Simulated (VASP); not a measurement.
# Ge (Imma) in VASP: single point with PBEsol

Aim: the single point of Ge with PBEsol.

Everything below comes from runs of VASP 6.6.1. Logs are shortened: lines on timing, memory, paths and dates and some standing lists are left out, and cuts for length are marked.

### 1 The cell of the first run

The structure is orthorhombic, space group Imma (No. 74). The conventional cell has a = 5.149 Å, b = 5.149 Å, c = 2.795 Å, α = 90.00°, β = 90.00°, γ = 90.00°. Ge (site symmetry mm2) has 10 Ge at 2.65 to 3.35 Å within 3.5 Å.

### 2 Single point, PBEsol

The input, INCAR:

```
  PREC = Accurate
  ENCUT = 520
  EDIFF = 1E-6
  ISMEAR = 1
  SIGMA = 0.05
  LREAL = False
  LASPH = True
  NELM = 60
  ALGO = Normal
  ISIF = 2
  LWAVE = False
  LCHARG = False
  GGA = PS
  NBANDS = 21
```

The input, KPOINTS:

```
Automatic mesh
0
Gamma
  14 14 14
```

The input, POSCAR:

```
Ge
1.0
   -2.5744897200      2.5744897200      1.3974126400
    2.5744897200     -2.5744897200      1.3974126400
    2.5744897200      2.5744897200     -1.3974126400
Ge
2
Direct
    0.2678902060      0.7678902060      0.5000000000
    0.5000000000      0.5000000000      0.0000000000
```

Potentials or basis: VASP PAW PBE potentials, release 64 (Ge_d).

Run with:

```sh
cat potpaw_PBE.64/Ge_d/POTCAR > POTCAR
mpirun -np 1 vasp_std > vasp.out
```

OUTCAR:

```text
PREC = Accurate
   ENCUT = 520
   EDIFF = 1E-6
   ISMEAR = 1
   LREAL = False
   LASPH = True
   NELM = 60
   ISIF = 2
   GGA = PS

 ion  position               nearest neighbor table
   1  0.268  0.768  0.500-   2 2.65   2 2.65   2 2.68   2 2.68
   2  0.500  0.500  0.000-   1 2.65   1 2.65   1 2.68   1 2.68

  LATTYP: Found a body centered tetragonal cell.
 ALAT       =     5.1489794400
 C/A-ratio  =     0.5427920839

  Lattice vectors:

 A1 = (  -2.5744897200,   2.5744897200,   1.3974126400)
 A2 = (   2.5744897200,  -2.5744897200,   1.3974126400)
 A3 = (   2.5744897200,   2.5744897200,  -1.3974126400)

Analysis of symmetry for initial positions (statically):
=====================================================================
 Subroutine PRICEL returns:
 Original cell was already a primitive cell.

 Routine SETGRP: Setting up the symmetry group for a
 body centered tetragonal supercell.

 Subroutine GETGRP returns: Found  8 space group operations
 (whereof  4 operations were pure point group operations)
 out of a pool of 16 trial point group operations.

The static configuration has the point symmetry C_2v.
 The point group associated with its full space group is D_2h.

Analysis of symmetry for dynamics (positions and initial velocities):
=====================================================================
 Subroutine PRICEL returns:
 Original cell was already a primitive cell.

 Routine SETGRP: Setting up the symmetry group for a
 body centered tetragonal supercell.

 Subroutine GETGRP returns: Found  8 space group operations
 (whereof  4 operations were pure point group operations)
 out of a pool of 16 trial point group operations.

The dynamic configuration has the point symmetry C_2v.
 The point group associated with its full space group is D_2h.

 Subroutine INISYM returns: Found  8 space group operations
 (whereof  4 operations are pure point group operations),
 and found     1 'primitive' translations

----------------------------------------------------------------------------------------

                                     Primitive cell

  volume of cell :      37.0482

  direct lattice vectors                    reciprocal lattice vectors
    -2.574489720  2.574489720  1.397412640     0.000000000  0.194213244  0.357804120
     2.574489720 -2.574489720  1.397412640     0.194213244  0.000000000  0.357804120
     2.574489720  2.574489720 -1.397412640     0.194213244  0.194213244  0.000000000

  length of vectors
     3.899840602  3.899840602  3.899840602     0.407114938  0.407114938  0.274659004

  position of ions in fractional coordinates (direct lattice)
     0.267890206  0.767890206  0.500000000
     0.500000000  0.500000000  0.000000000

  ion indices of the primitive-cell ions
   primitive index   ion index
                 1           1
                 2           2

----------------------------------------------------------------------------------------

 KPOINTS: Automatic mesh

Automatic generation of k-mesh.
 Grid dimensions read from file:
 generate k-points for:   14   14   14

 Generating k-lattice:

  Cartesian coordinates                     Fractional coordinates (reciprocal lattice)
     0.000000000  0.013872375  0.025557437     0.071428571  0.000000000  0.000000000
     0.013872375  0.000000000  0.025557437     0.000000000  0.071428571  0.000000000
     0.013872375  0.013872375  0.000000000     0.000000000  0.000000000  0.071428571

  Length of vectors
     0.029079638  0.029079638  0.019618500

  Shift w.r.t. Gamma in fractional coordinates (k-lattice)
     0.000000000  0.000000000  0.000000000

 Subroutine IBZKPT returns following result:
 ===========================================

 Found    428 irreducible k-points:

 Following reciprocal coordinates:
            Coordinates               Weight
  0.000000  0.000000  0.000000      1.000000
  0.071429 -0.000000  0.000000      4.000000
  0.071429 -0.000000 -0.071429      4.000000
  0.142857 -0.000000  0.000000      4.000000
  0.142857 -0.000000 -0.142857      4.000000
  0.214286  0.000000 -0.000000      4.000000
[... 16 lines left out ...]
  0.357143  0.071429  0.000000      8.000000
  0.428571 -0.000000 -0.357143      8.000000
 [... further k-points ...]
   k-points           NKPTS =    428   k-points in BZ     NKDIM =    428   number of bands    NBANDS=     21
   number of dos      NEDOS =    301   number of ions     NIONS =      2
   total plane-waves  NPLWV =  27000
   dimension x,y,z NGX =    30 NGY =   30 NGZ =   30
   dimension x,y,z NGXF=    60 NGYF=   60 NGZF=   60
   ions per type =               2
   NGX,Y,Z   is equivalent  to a cutoff of  12.79, 12.79, 12.79 a.u.
   NGXF,Y,Z  is equivalent  to a cutoff of  25.58, 25.58, 25.58 a.u.
 SYSTEM =  unknown system
   PREC   = accura    normal or accurate (medium, high low for compatibility)
   ISTART =      0    job   : 0-new  1-cont  2-samecut
   ICHARG =      2    charge: 1-file 2-atom 10-const
   ISPIN  =      1    spin polarized calculation?
   LNONCOLLINEAR =      F non collinear calculations
   LSORBIT =      F    spin-orbit coupling
   LASPH  =      T    aspherical Exc in radial PAW
   ENCUT  =  520.0 eV  38.22 Ry    6.18 a.u.   7.25  7.25  7.25*2*pi/ulx,y,z
   NELM   =     60;   NELMIN=  2; NELMDL= -5     # of ELM steps
   EDIFF  = 0.1E-05   stopping-criterion for ELM
   LREAL  =      F    real-space projection
   EDIFFG = 0.1E-04   stopping-criterion for IOM
   NSW    =      0    number of steps for IOM
   IBRION =     -1    ionic relax: 0-MD 1-quasi-New 2-CG
   NFREE  =      0    steps in history (QN), initial steepest desc. (CG)
   ISIF   =      2    stress and relaxation
   ISYM   =      2    0-nonsym 1-usesym 2-fastsym
   POTIM  = 0.5000    time-step for ionic-motion
   TEBEG  =    0.0;   TEEND  =   0.0 temperature during run
   PSTRESS=    0.0 pullay stress
   NELECT =      28.0000    total number of electrons
   NUPDOWN=      -1.0000    fix difference up-down
   EMIN   =  10.00;   EMAX   =-10.00  energy-range for DOS
   EFERMI =   0.00;   METHOD = LEGACY
   ISMEAR =     1;   SIGMA  =   0.05  broadening in eV -4-tet -1-fermi 0-gaus
   EFERMI_NEDOS =   21; number of points for ismear=-14 and -15
   IALGO  =     38    algorithm
   IMIX   =      4    mixing-type and parameters
     AMIX     =   0.40;   BMIX     =  1.00
     AMIX_MAG =   1.60;   BMIX_MAG =  1.00
  volume/ion in A,a.u.               =      18.52       125.01
  Fermi-wavevector in a.u.,A,eV,Ry     =   1.491209  2.817976 30.255333  2.223704
  Thomas-Fermi vector in A             =   2.603893
   LORBIT       =      0    0 simple, 1 ext, 2 COOP (PROOUT), +10 PAW based schemes
   GGA     = PS    functional components
   LHFCALC =     F    Hartree Fock is set to
   AEXX    =    0.0000 exact exchange contribution
   IVDW    =     0    specifies the selected vdW correction
   LEPSILON=     F    determine dielectric tensor
   LRPA    =     F    only Hartree local field effects (RPA)
 non-spin polarized calculation
 Methfessel and Paxton  Order N= 1 SIGMA  =   0.05
  energy-cutoff  :      520.00
  volume of cell :       37.05
 maximum number of plane-waves:      1015
 NGX is ok and might be reduce to    30
   NGX = 15   NGY = 15   NGZ = 15

 number of electron      28.0000028 magnetization

 Free energy of the ion-electron system (eV)
  ---------------------------------------------------
  ext. energy  EPLUGINS =         0.00000000
  ---------------------------------------------------
  free energy    TOTEN  =        -9.52906046 eV

  energy without entropy =       -9.52910913  energy(sigma->0) =       -9.52907668

 E-fermi :   6.6333     XC(G=0): -11.4697

 val. band max:        6.6326258958   @ k =  -0.1429   0.3571   0.1429
 cond. band min:       6.6363774462   @ k =  -0.2143   0.2857   0.2143
 fundamental gap:      0.0037515505
 Fermi energy:         6.6332951457

 k-point     1 :       0.0000    0.0000    0.0000
  band No.  band energies     occupation
      1     -18.0176      2.00000
      2     -17.9698      2.00000
      3     -17.9409      2.00000
      4     -17.9383      2.00000
      5     -17.8400      2.00000
      6     -17.8302      2.00000
[... 13 lines left out ...]
     20      18.2116      0.00000
     21      19.2032      0.00000

 k-point     2 :       0.0714   -0.0000    0.0000
  band No.  band energies     occupation
      1     -18.0156      2.00000
      2     -17.9630      2.00000
      3     -17.9383      2.00000
      4     -17.9299      2.00000
      5     -17.8430      2.00000
      6     -17.8368      2.00000
[... 13 lines left out ...]
     20      18.2518      0.00000
     21      19.2099      0.00000

 k-point     3 :       0.0714   -0.0000   -0.0714
  band No.  band energies     occupation
      1     -18.0153      2.00000
      2     -17.9629      2.00000
      3     -17.9382      2.00000
      4     -17.9298      2.00000
      5     -17.8436      2.00000
      6     -17.8357      2.00000
[... 13 lines left out ...]
     20      18.2669      0.00000
     21      19.2654      0.00000

 k-point     4 :       0.1429   -0.0000    0.0000
  band No.  band energies     occupation
      1     -18.0096      2.00000
      2     -17.9447      2.00000
      3     -17.9310      2.00000
      4     -17.9093      2.00000
      5     -17.8502      2.00000
      6     -17.8475      2.00000
[... 13 lines left out ...]
     20      17.1981      0.00000
     21      17.6274      0.00000

 k-point     5 :       0.1429   -0.0000   -0.1429
  band No.  band energies     occupation
      1     -18.0085      2.00000
      2     -17.9443      2.00000
      3     -17.9306      2.00000
      4     -17.9080      2.00000
      5     -17.8535      2.00000
      6     -17.8439      2.00000
[... 13 lines left out ...]
     20      17.1861      0.00000
     21      17.7759      0.00000

 k-point     6 :       0.2143    0.0000   -0.0000
  band No.  band energies     occupation
      1     -18.0004      2.00000
      2     -17.9227      2.00000
      3     -17.9207      2.00000
      4     -17.8915      2.00000
      5     -17.8659      2.00000
      6     -17.8419      2.00000
[... 13 lines left out ...]
     20      15.9786      0.00000
     21      17.1728      0.00000

 k-point     7 :       0.2143    0.0000   -0.2143
  band No.  band energies     occupation
      1     -17.9981      2.00000
      2     -17.9211      2.00000
      3     -17.9197      2.00000
      4     -17.8855      2.00000
      5     -17.8666      2.00000
      6     -17.8450      2.00000
[... 13 lines left out ...]
     20      15.9551      0.00000
     21      17.3582      0.00000
[... 291 lines left out ...]
      1     -17.9925      2.00000
      2     -17.9132      2.00000
      3     -17.9054      2.00000
      4     -17.8786      2.00000
      5     -17.8703      2.00000
      6     -17.8537      2.00000
[... 13 lines left out ...]
     20      15.0074      0.00000
     21      17.0907      0.00000

 k-point    21 :       0.2857    0.0714    0.0000
  band No.  band energies     occupation
      1     -17.9870      2.00000
      2     -17.9149      2.00000
      3     -17.9036      2.00000
      4     -17.8942      2.00000
      5     -17.8801      2.00000
      6     -17.8537      2.00000
[... 13 lines left out ...]
     20      14.7934      0.00000
     21      17.7314      0.00000

 k-point    22 :       0.3571   -0.0000   -0.2857
  band No.  band energies     occupation
      1     -17.9829      2.00000
      2     -17.9121      2.00000
      3     -17.9004      2.00000
      4     -17.8848      2.00000
      5     -17.8784      2.00000
      6     -17.8633      2.00000
[... 13 lines left out ...]
     20      14.7589      0.00000
     21      17.8936      0.00000

 k-point    23 :       0.3571    0.0714    0.0000
  band No.  band energies     occupation
      1     -17.9815      2.00000
      2     -17.9221      2.00000
      3     -17.9128      2.00000
      4     -17.8968      2.00000
      5     -17.8730      2.00000
      6     -17.8600      2.00000
[... 13 lines left out ...]
     20      16.5132      0.00000
     21      18.7312      0.00000

 k-point    24 :       0.4286   -0.0000   -0.3571
  band No.  band energies     occupation
      1     -17.9749      2.00000
      2     -17.9183      2.00000
      3     -17.9058      2.00000
      4     -17.8906      2.00000
      5     -17.8709      2.00000
      6     -17.8698      2.00000
[... 13 lines left out ...]
     20      16.4920      0.00000
     21      18.9215      0.00000

 [... further k-points ...]

------------------------ aborting loop because EDIFF is reached ----------------------------------------

  FORCE on cell =-STRESS in cart. coord.  units (eV):
  Direction    XX          YY          ZZ          XY          YZ          ZX
  --------------------------------------------------------------------------------------
  -------------------------------------------------------------------------------------
  Total       -0.1955378     -0.4970204      0.0915757      0.0000000      0.0000000      0.0000000
  in kB       -8.4561826    -21.4940266      3.9602621      0.0000000      0.0000000      0.0000000
  external PRESSURE =      -8.6633157 kB  Pullay stress =       0.0000000 kB

 VOLUME and BASIS-vectors are now :
 -----------------------------------------------------------------------------
  energy-cutoff  :      520.00
  volume of cell :       37.05
      direct lattice vectors                 reciprocal lattice vectors
    -2.574489720  2.574489720  1.397412640     0.000000000  0.194213244  0.357804120
     2.574489720 -2.574489720  1.397412640     0.194213244  0.000000000  0.357804120
     2.574489720  2.574489720 -1.397412640     0.194213244  0.194213244  0.000000000

 POSITION                                       TOTAL-FORCE (eV/Angst)
 -----------------------------------------------------------------------------------
      2.57449      0.00000      0.74871        -0.000000      0.000000     -0.027307
      0.00000      0.00000      1.39741         0.000000     -0.000000      0.027307
 -----------------------------------------------------------------------------------
    total drift:                                0.000000      0.000000      0.000006

  FREE ENERGIE OF THE ION-ELECTRON SYSTEM (eV)
  ---------------------------------------------------
  free  energy   TOTEN  =        -9.5290604584 eV

  energy  without entropy=       -9.5291091315  energy(sigma->0) =       -9.52907668
```

Wall time 5.8 min (1 thread of Intel Xeon 8259CL, shared host); peak memory 0.37 GiB.

What came out:

| Item | Value |
| --- | --- |
| Free energy | -9.5291 eV |
| Pressure | -0.9 GPa |
| Largest force | 0.027 eV/Å |
| Band gap on the k mesh | zero (band 14 reaches 8.42 eV, above the bottom of band 15 at 3.42 eV) |

Forces on the atoms (eV/Å):
```
Ge   0.000  0.000 -0.027
Ge   0.000  0.000  0.027
```

Caveat: the PAW data sets were made with another functional, which shifts forces and pressure a little.
